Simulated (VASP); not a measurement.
# SrCl2 (I4/mmm) in VASP: a series of runs

Runs on SrCl2. Level: PBE. Tasks: single point.

Program: VASP 6.6.1. These are calculated values, not measurements. Logs are shortened: lines on timing, memory, paths and dates and some standing lists are left out, and cuts for length are marked.

**1. The cell of the first run**

It takes space group I4/mmm (No. 139, tetragonal). Conventional cell: a = 5.112 Å, b = 5.112 Å, c = 6.672 Å, α = 90.00°, β = 90.00°, γ = 90.00°. Sr (site symmetry 4/mmm) has 8 Cl at 3.05 Å within 4.0 Å. Cl (site symmetry -4m2) has 4 Sr at 3.05 Å and 6 Cl at 3.34 to 3.61 Å within 4.0 Å.

**2. Single point, PBE (29.06 Å³/atom)**

Input file INCAR:

```
SYSTEM = SrCl2
  ALGO = Normal
  EDIFF = 1E-6
  ENCUT = 520
  GGA = PE
  ISIF = 2
  ISMEAR = 0
  LASPH = .True.
  LCHARG = .False.
  LREAL = .False.
  LWAVE = .False.
  NBANDS = 19
  NELM = 60
  PREC = Accurate
  SIGMA = 0.05
```

Input file KPOINTS:

```
k-points
0
Gamma
  6 6 6
  0 0 0
```

Input file POSCAR:

```
SrCl2
1.0
    0.0000000000      3.6144866703      3.3361711967
    3.6144866703      0.0000000000      3.3361711967
    3.6144866703      3.6144866703      0.0000000000
Sr Cl
1 2
Direct
    0.0000000000      0.0000000000      0.0000000000
    0.2500000000      0.2500000000      0.2500000000
    0.7500000000      0.7500000000      0.7500000000
```

Potentials or basis: VASP PAW PBE potentials, release 64 (Sr_sv, Cl).

Launch:

```bash
> cat potpaw_PBE.64/Sr_sv/POTCAR potpaw_PBE.64/Cl/POTCAR > POTCAR
> mpirun -np 1 vasp_std > vasp.out
```

OUTCAR:

```text
SYSTEM = SrCl2
   EDIFF = 1E-6
   ENCUT = 520
   GGA = PE
   ISIF = 2
   ISMEAR = 0
   LASPH = .True.
   LREAL = .False.
   NELM = 60
   PREC = Accurate

 ion  position               nearest neighbor table
   1  0.000  0.000  0.000-   3 3.05   3 3.05   3 3.05   2 3.05   3 3.05   2 3.05   2 3.05   2 3.05

   2  0.250  0.250  0.250-   1 3.05   1 3.05   1 3.05   1 3.05
   3  0.750  0.750  0.750-   1 3.05   1 3.05   1 3.05   1 3.05

  LATTYP: Found a body centered tetragonal cell.
 ALAT       =     5.1116560702
 C/A-ratio  =     1.3053191181

  Lattice vectors:

 A1 = (   0.0000000000,  -3.6144866703,  -3.3361711967)
 A2 = (   0.0000000000,   3.6144866703,  -3.3361711967)
 A3 = (   3.6144866703,   0.0000000000,   3.3361711967)

Analysis of symmetry for initial positions (statically):
=====================================================================
 Subroutine PRICEL returns:
 Original cell was already a primitive cell.

 Routine SETGRP: Setting up the symmetry group for a
 body centered tetragonal supercell.

 Subroutine GETGRP returns: Found 16 space group operations
 (whereof 16 operations were pure point group operations)
 out of a pool of 16 trial point group operations.

The static configuration has the point symmetry D_4h.

Analysis of symmetry for dynamics (positions and initial velocities):
=====================================================================
 Subroutine PRICEL returns:
 Original cell was already a primitive cell.

 Routine SETGRP: Setting up the symmetry group for a
 body centered tetragonal supercell.

 Subroutine GETGRP returns: Found 16 space group operations
 (whereof 16 operations were pure point group operations)
 out of a pool of 16 trial point group operations.

The dynamic configuration has the point symmetry D_4h.

 Subroutine INISYM returns: Found 16 space group operations
 (whereof 16 operations are pure point group operations),
 and found     1 'primitive' translations

----------------------------------------------------------------------------------------

                                     Primitive cell

  volume of cell :      87.1709

  direct lattice vectors                    reciprocal lattice vectors
     0.000000000  3.614486670  3.336171197    -0.138332230  0.138332230  0.149872405
     3.614486670  0.000000000  3.336171197     0.138332230 -0.138332230  0.149872405
     3.614486670  3.614486670  0.000000000     0.138332230  0.138332230 -0.149872405

  length of vectors
     4.918795802  4.918795802  5.111656070     0.246441371  0.246441371  0.246441371

  position of ions in fractional coordinates (direct lattice)
     0.000000000  0.000000000  0.000000000
     0.250000000  0.250000000  0.250000000
     0.750000000  0.750000000  0.750000000

  ion indices of the primitive-cell ions
   primitive index   ion index
                 1           1
                 2           2
                 3           3

----------------------------------------------------------------------------------------

 KPOINTS: k-points

Automatic generation of k-mesh.
 Grid dimensions read from file:
 generate k-points for:    6    6    6

 Generating k-lattice:

  Cartesian coordinates                     Fractional coordinates (reciprocal lattice)
    -0.023055372  0.023055372  0.024978734     0.166666667  0.000000000  0.000000000
     0.023055372 -0.023055372  0.024978734     0.000000000  0.166666667  0.000000000
     0.023055372  0.023055372 -0.024978734     0.000000000  0.000000000  0.166666667

  Length of vectors
     0.041073562  0.041073562  0.041073562

  Shift w.r.t. Gamma in fractional coordinates (k-lattice)
     0.000000000  0.000000000  0.000000000

 Subroutine IBZKPT returns following result:
 ===========================================

 Found     30 irreducible k-points:

 Following reciprocal coordinates:
            Coordinates               Weight
  0.000000  0.000000  0.000000      1.000000
  0.166667 -0.000000  0.000000      8.000000
  0.333333 -0.000000  0.000000      8.000000
  0.500000  0.000000  0.000000      4.000000
  0.166667  0.166667  0.000000      2.000000
  0.333333  0.166667  0.000000      8.000000
[... 16 lines left out ...]
  0.333333  0.000000  0.333333      4.000000
  0.500000  0.000000  0.333333     16.000000
 [... further k-points ...]
   k-points           NKPTS =     30   k-points in BZ     NKDIM =     30   number of bands    NBANDS=     19
   number of dos      NEDOS =    301   number of ions     NIONS =      3
   total plane-waves  NPLWV =  64000
   dimension x,y,z NGX =    40 NGY =   40 NGZ =   40
   dimension x,y,z NGXF=    80 NGYF=   80 NGZF=   80
   ions per type =               1   2
   NGX,Y,Z   is equivalent  to a cutoff of  13.52, 13.52, 13.01 a.u.
   NGXF,Y,Z  is equivalent  to a cutoff of  27.04, 27.04, 26.02 a.u.
 SYSTEM =  SrCl2
   PREC   = accura    normal or accurate (medium, high low for compatibility)
   ISTART =      0    job   : 0-new  1-cont  2-samecut
   ICHARG =      2    charge: 1-file 2-atom 10-const
   ISPIN  =      1    spin polarized calculation?
   LNONCOLLINEAR =      F non collinear calculations
   LSORBIT =      F    spin-orbit coupling
   LASPH  =      T    aspherical Exc in radial PAW
   ENCUT  =  520.0 eV  38.22 Ry    6.18 a.u.   9.15  9.15  9.50*2*pi/ulx,y,z
   NELM   =     60;   NELMIN=  2; NELMDL= -5     # of ELM steps
   EDIFF  = 0.1E-05   stopping-criterion for ELM
   LREAL  =      F    real-space projection
   EDIFFG = 0.1E-04   stopping-criterion for IOM
   NSW    =      0    number of steps for IOM
   IBRION =     -1    ionic relax: 0-MD 1-quasi-New 2-CG
   NFREE  =      0    steps in history (QN), initial steepest desc. (CG)
   ISIF   =      2    stress and relaxation
   ISYM   =      2    0-nonsym 1-usesym 2-fastsym
   POTIM  = 0.5000    time-step for ionic-motion
   TEBEG  =    0.0;   TEEND  =   0.0 temperature during run
   PSTRESS=    0.0 pullay stress
   NELECT =      24.0000    total number of electrons
   NUPDOWN=      -1.0000    fix difference up-down
   EMIN   =  10.00;   EMAX   =-10.00  energy-range for DOS
   EFERMI =   0.00;   METHOD = LEGACY
   ISMEAR =     0;   SIGMA  =   0.05  broadening in eV -4-tet -1-fermi 0-gaus
   EFERMI_NEDOS =   21; number of points for ismear=-14 and -15
   IALGO  =     38    algorithm
   IMIX   =      4    mixing-type and parameters
     AMIX     =   0.40;   BMIX     =  1.00
     AMIX_MAG =   1.60;   BMIX_MAG =  1.00
  volume/ion in A,a.u.               =      29.06       196.09
  Fermi-wavevector in a.u.,A,eV,Ry     =   1.065013  2.012582 15.432431  1.134252
  Thomas-Fermi vector in A             =   2.200550
   LORBIT       =      0    0 simple, 1 ext, 2 COOP (PROOUT), +10 PAW based schemes
   GGA     = PE    functional components
   LHFCALC =     F    Hartree Fock is set to
   AEXX    =    0.0000 exact exchange contribution
   IVDW    =     0    specifies the selected vdW correction
   LEPSILON=     F    determine dielectric tensor
   LRPA    =     F    only Hartree local field effects (RPA)
 non-spin polarized calculation
 Gauss-broadening in eV      SIGMA  =   0.05
  energy-cutoff  :      520.00
  volume of cell :       87.17
 maximum number of plane-waves:      2389
 NGX is ok and might be reduce to    40
   NGX = 19   NGY = 19   NGZ = 19

 number of electron      24.0000002 magnetization

 Free energy of the ion-electron system (eV)
  ---------------------------------------------------
  ext. energy  EPLUGINS =         0.00000000
  ---------------------------------------------------
  free energy    TOTEN  =       -12.73218068 eV

  energy without entropy =      -12.73218068  energy(sigma->0) =      -12.73218068

 E-fermi :   0.6414     XC(G=0):  -8.1694

 val. band max:        0.3610844707   @ k =   0.5000   0.5000   0.0000
 cond. band min:       5.1049859588   @ k =   0.0000   0.0000   0.0000
 fundamental gap:      4.7439014881
 Fermi energy:         0.6414431406

 k-point     1 :       0.0000    0.0000    0.0000
  band No.  band energies     occupation
      1     -33.0080      2.00000
      2     -15.0019      2.00000
      3     -14.9789      2.00000
      4     -14.9789      2.00000
      5     -13.2310      2.00000
      6     -12.4021      2.00000
[... 11 lines left out ...]
     18       9.0259      0.00000
     19       9.1105      0.00000

 k-point     2 :       0.1667   -0.0000    0.0000
  band No.  band energies     occupation
      1     -33.0074      2.00000
      2     -15.0573      2.00000
      3     -14.9950      2.00000
      4     -14.9826      2.00000
      5     -13.1006      2.00000
      6     -12.4581      2.00000
[... 11 lines left out ...]
     18       8.6405      0.00000
     19       9.5790      0.00000

 k-point     3 :       0.3333   -0.0000    0.0000
  band No.  band energies     occupation
      1     -33.0060      2.00000
      2     -15.1707      2.00000
      3     -15.0007      2.00000
      4     -14.9900      2.00000
      5     -12.8920      2.00000
      6     -12.5341      2.00000
[... 11 lines left out ...]
     18       8.4515      0.00000
     19       8.9392      0.00000

 k-point     4 :       0.5000    0.0000    0.0000
  band No.  band energies     occupation
      1     -33.0054      2.00000
      2     -15.2192      2.00000
      3     -15.0030      2.00000
      4     -14.9937      2.00000
      5     -12.8406      2.00000
      6     -12.5238      2.00000
[... 11 lines left out ...]
     18       8.4975      0.00000
     19       8.6185      0.00000

 k-point     5 :       0.1667    0.1667    0.0000
  band No.  band energies     occupation
      1     -33.0070      2.00000
      2     -15.0795      2.00000
      3     -14.9872      2.00000
      4     -14.9872      2.00000
      5     -13.0385      2.00000
      6     -12.5122      2.00000
[... 11 lines left out ...]
     18       8.8347      0.00000
     19       8.8473      0.00000
[... 334 lines left out ...]
      2     -15.1851      2.00000
      3     -15.0713      2.00000
      4     -14.9961      2.00000
      5     -12.7473      2.00000
      6     -12.5610      2.00000
[... 11 lines left out ...]
     18       8.4539      0.00000
     19       9.6703      0.00000

 k-point    22 :      -0.3333    0.5000    0.1667
  band No.  band energies     occupation
      1     -33.0042      2.00000
      2     -15.2026      2.00000
      3     -15.0844      2.00000
      4     -15.0091      2.00000
      5     -12.7527      2.00000
      6     -12.5151      2.00000
[... 11 lines left out ...]
     18       9.3070      0.00000
     19       9.9301      0.00000

 k-point    23 :       0.3333    0.0000    0.3333
  band No.  band energies     occupation
      1     -33.0055      2.00000
      2     -15.2157      2.00000
      3     -15.0250      2.00000
      4     -14.9938      2.00000
      5     -12.7454      2.00000
      6     -12.5784      2.00000
[... 11 lines left out ...]
     18       7.8248      0.00000
     19       9.3195      0.00000

 k-point    24 :       0.5000    0.0000    0.3333
  band No.  band energies     occupation
      1     -33.0049      2.00000
      2     -15.2341      2.00000
      3     -15.0520      2.00000
      4     -15.0069      2.00000
      5     -12.6513      2.00000
      6     -12.6027      2.00000
[... 11 lines left out ...]
     18       8.7433      0.00000
     19       9.5650      0.00000

 [... further k-points ...]
[... 5 lines left out ...]
  --------------------------------------------------------------------------------------
  -------------------------------------------------------------------------------------
  Total       -0.6552666     -0.6552666      1.6004487      0.0000000      0.0000000     -0.0000000
  in kB      -12.0436196    -12.0436196     29.4158072      0.0000000      0.0000000     -0.0000000
  external PRESSURE =       1.7761893 kB  Pullay stress =       0.0000000 kB

 VOLUME and BASIS-vectors are now :
 -----------------------------------------------------------------------------
  energy-cutoff  :      520.00
  volume of cell :       87.17
      direct lattice vectors                 reciprocal lattice vectors
     0.000000000  3.614486670  3.336171197    -0.138332230  0.138332230  0.149872405
     3.614486670  0.000000000  3.336171197     0.138332230 -0.138332230  0.149872405
     3.614486670  3.614486670  0.000000000     0.138332230  0.138332230 -0.149872405

 POSITION                                       TOTAL-FORCE (eV/Angst)
 -----------------------------------------------------------------------------------
      0.00000      0.00000      0.00000        -0.000000      0.000000      0.000000
      1.80724      1.80724      1.66809         0.000000      0.000000      0.000000
      5.42173      5.42173      5.00426        -0.000000     -0.000000     -0.000000
 -----------------------------------------------------------------------------------
    total drift:                               -0.000000     -0.000000      0.000000

  FREE ENERGIE OF THE ION-ELECTRON SYSTEM (eV)
  ---------------------------------------------------
  free  energy   TOTEN  =       -12.7321806838 eV

  energy  without entropy=      -12.7321806838  energy(sigma->0) =      -12.73218068
```

Run time: 30 s. Hardware: 1 thread of Intel Xeon Platinum 8488C (Sapphire Rapids), shared host; peak memory 0.25 GiB.

What came out:

* Free energy: -12.7322 eV
* Pressure: 0.2 GPa
* Band gap on the k mesh: 4.74 eV (least direct gap 4.99 eV)

A k mesh can miss the band edges.

**3. Single point, PBE (29.06 Å³/atom)**

Input file INCAR:

```
  PREC = Accurate
  ENCUT = 520
  EDIFF = 1E-6
  ISMEAR = 0
  SIGMA = 0.05
  LREAL = F
  LASPH = T
  NELM = 80
  ALGO = Normal
  ISIF = 2
  LWAVE = F
  LCHARG = T
  GGA = PE
  LELF = T
  LVHAR = T
  NBANDS = 19
```

Input file KPOINTS:

```
Automatic mesh
0
Gamma
  6 6 6
```

Input file POSCAR:

```
SrCl2
1.0
    0.0000000000      3.4263960121      3.7125000791
    3.4263960121      0.0000000000      3.7125000791
    3.4263960121      3.4263960121      0.0000000000
Sr Cl
1 2
Direct
    0.0000000000      0.0000000000      0.0000000000
    0.2500000000      0.2500000000      0.2500000000
    0.7500000000      0.7500000000      0.7500000000
```

Potentials or basis: VASP PAW PBE potentials, release 64 (Sr_sv, Cl).

Launch:

```bash
> cat potpaw_PBE.64/Sr_sv/POTCAR potpaw_PBE.64/Cl/POTCAR > POTCAR
> mpirun -np 1 vasp_std > vasp.out
```

Run time: 33 s. Hardware: 1 thread of Intel Xeon Platinum 8488C (Sapphire Rapids), shared host; peak memory 0.24 GiB.

The run converged. Its results:

```
Free energy            : -12.7340 eV
Pressure               : 0.2 GPa
Band gap on the k mesh : 4.85 eV (least direct gap 5.16 eV)
```

Stress tensor (GPa, compression positive):
```
 1.47  0.00  0.00
 0.00  1.47  0.00
 0.00  0.00 -2.48
```

Levels at points of the mesh, in eV from the valence-band top:
```tsv
k point	band 10	band 11	band 12	band 13	band 14	band 15
(0.00, 0.00, 0.00)	-0.87	-0.30	-0.30	4.85	5.84	6.16
(0.50, 0.00, 0.00)	-1.46	-1.21	-1.16	6.42	6.51	7.16
(0.50, 0.50, 0.00)	-0.45	-0.42	-0.42	5.30	6.38	7.34
(0.50, 0.00, 0.50)	-0.93	-0.28	0.00	5.27	6.95	7.36
```

**4. Single point, PBE (29.06 Å³/atom)**

Input file INCAR:

```
ALGO = Normal
EDIFF = 1E-6
ENCUT = 520
GGA = PE
ISIF = 2
ISMEAR = 0
LASPH = True
LCHARG = False
LREAL = False
LWAVE = False
NBANDS = 19
NELM = 80
PREC = Accurate
SIGMA = 0.05
```

Input file KPOINTS:

```
k-points
0
Gamma
  6 6 6
```

Input file POSCAR:

```
SrCl2
1.0
    0.0000000000      3.5761541238      3.4080748800
    3.5761541238      0.0000000000      3.4080748800
    3.5761541238      3.5761541238      0.0000000000
Sr Cl
1 2
Direct
    0.0000000000      0.0000000000      0.0000000000
    0.2500000000      0.2500000000      0.2500000000
    0.7500000000      0.7500000000      0.7500000000
```

Potentials or basis: VASP PAW PBE potentials, release 64 (Sr_sv, Cl).

Launch:

```bash
> cat potpaw_PBE.64/Sr_sv/POTCAR potpaw_PBE.64/Cl/POTCAR > POTCAR
> mpirun -np 1 vasp_std > vasp.out
```

OUTCAR:

```text
EDIFF = 1E-6
   ENCUT = 520
   GGA = PE
   ISIF = 2
   ISMEAR = 0
   LASPH = True
   LREAL = False
   NELM = 80
   PREC = Accurate

 ion  position               nearest neighbor table
   1  0.000  0.000  0.000-   3 3.05   3 3.05   3 3.05   2 3.05   3 3.05   2 3.05   2 3.05   2 3.05

   2  0.250  0.250  0.250-   1 3.05   1 3.05   1 3.05   1 3.05
   3  0.750  0.750  0.750-   1 3.05   1 3.05   1 3.05   1 3.05

  LATTYP: Found a body centered tetragonal cell.
 ALAT       =     5.0574456630
[... 199 lines left out ...]
      6     -12.4298      2.00000
[... 505 lines left out ...]
      6     -12.6229      2.00000
[... 11 lines left out ...]
     18       8.7645      0.00000
     19       9.5975      0.00000

 [... further k-points ...]
[... 5 lines left out ...]
  --------------------------------------------------------------------------------------
  -------------------------------------------------------------------------------------
  Total       -0.3685363     -0.3685363      0.9558488      0.0000000      0.0000000      0.0000000
  in kB       -6.7735966     -6.7735966     17.5682377      0.0000000      0.0000000      0.0000000
  external PRESSURE =       1.3403482 kB  Pullay stress =       0.0000000 kB

 VOLUME and BASIS-vectors are now :
 -----------------------------------------------------------------------------
  energy-cutoff  :      520.00
  volume of cell :       87.17
      direct lattice vectors                 reciprocal lattice vectors
     0.000000000  3.576154124  3.408074880    -0.139815003  0.139815003  0.146710392
     3.576154124  0.000000000  3.408074880     0.139815003 -0.139815003  0.146710392
     3.576154124  3.576154124  0.000000000     0.139815003  0.139815003 -0.146710392

 POSITION                                       TOTAL-FORCE (eV/Angst)
 -----------------------------------------------------------------------------------
      0.00000      0.00000      0.00000         0.000000     -0.000000      0.000000
      1.78808      1.78808      1.70404        -0.000000      0.000000      0.000000
      5.36423      5.36423      5.11211        -0.000000     -0.000000     -0.000000
 -----------------------------------------------------------------------------------
    total drift:                               -0.000000     -0.000000      0.000000

  FREE ENERGIE OF THE ION-ELECTRON SYSTEM (eV)
  ---------------------------------------------------
  free  energy   TOTEN  =       -12.7702531271 eV

  energy  without entropy=      -12.7702531271  energy(sigma->0) =      -12.77025313
```

stdout:

```text
POSCAR found type information on POSCAR SrCl
 POSCAR found :  2 types and       3 ions
 scaLAPACK will be used
 LDA part: xc-table for (Slater+PW92), standard interpolation
 POSCAR, INCAR and KPOINTS ok, starting setup
 FFT: planning ... GRIDC
 FFT: planning ... GRID_SOFT
 FFT: planning ... GRID
 WAVECAR not read
 entering main loop
```

Wall time 37 s (1 thread of Intel Xeon Platinum 8488C (Sapphire Rapids), shared host); peak memory 0.25 GiB.

What came out:

| Property | Result |
| --- | --- |
| Free energy | -12.7703 eV |
| Pressure | 0.1 GPa |
| Band gap on the k mesh | 4.98 eV (least direct gap 5.26 eV) |

[end of part 1 of 2]
